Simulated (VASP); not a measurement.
Here is a VASP 6.6.1 calculation.

INCAR

```
PREC     = Accurate       # precision mode
ENCUT    = 820            # plane-wave cutoff, eV
EDIFF    = 1E-6           # SCF threshold, eV
ISMEAR   = 0              # smearing method
SIGMA    = 0.1            # smearing width, eV
LREAL    = F              # projectors in reciprocal space
LASPH    = T              # aspherical terms in the spheres
NELM     = 120            # most SCF steps
ALGO     = Normal         # electronic algorithm
ISIF     = 2              # what is computed and relaxed
LWAVE    = F              # write WAVECAR
LCHARG   = F              # write CHGCAR
GGA      = PE             # functional
NBANDS   = 44             # bands
GGA_COMPAT= F
```

File KPOINTS:

```
Automatic mesh
0
Gamma
  8 8 6
```

The input POSCAR:

```
In2CuO4
1.0
    5.1235624784      0.0000000000      0.0000000000
    0.0000000000      5.1235624784      0.0000000000
    0.0000000000      0.0000000000      6.0534013050
In Cu O
2 1 4
Direct
    0.0000000000      0.5000000000      0.0000000000
    0.5000000000      0.0000000000      0.0000000000
    0.0000000000      0.0000000000      0.0000000000
    0.0000000000      0.5000000000      0.6063736066
    0.5000000000      0.0000000000      0.6063736066
    0.0000000000      0.5000000000      0.3936263934
    0.5000000000      0.0000000000      0.3936263934
```

Potentials or basis: VASP PAW PBE potentials, release 64 (In_d, Cu_sv_GW, O).

Command:

```console
$ cat potpaw_PBE.64/In_d/POTCAR potpaw_PBE.64/Cu_sv_GW/POTCAR potpaw_PBE.64/O/POTCAR > POTCAR
$ mpirun -np 1 vasp_std > vasp.out
```

**Question.** Estimate the band gap on the k mesh.

**Answer.** Zero (an odd number of electrons rules out a gap without spin polarisation).

**Question.** What does it give for the pressure?

**Answer.** 0.3 GPa.

Forces on the atoms (eV/Å):
```
In   0.000  0.000  0.000
In   0.000  0.000  0.000
Cu   0.000  0.000  0.000
O    0.000  0.000  0.547
O    0.000  0.000  0.547
O    0.000  0.000 -0.547
O    0.000  0.000 -0.547
```

Caveat: spin-orbit coupling is left out, which moves the levels of the heavy elements; an odd number of electrons without spin polarisation forces a metal; a magnetic or distorted state may lie lower; semilocal functionals often make such compounds metallic where correlation or magnetic order opens a gap, which also shifts bond lengths. With open d or f shells a metallic result of PBE can be an artefact of self-interaction; +U or a hybrid may open a gap.
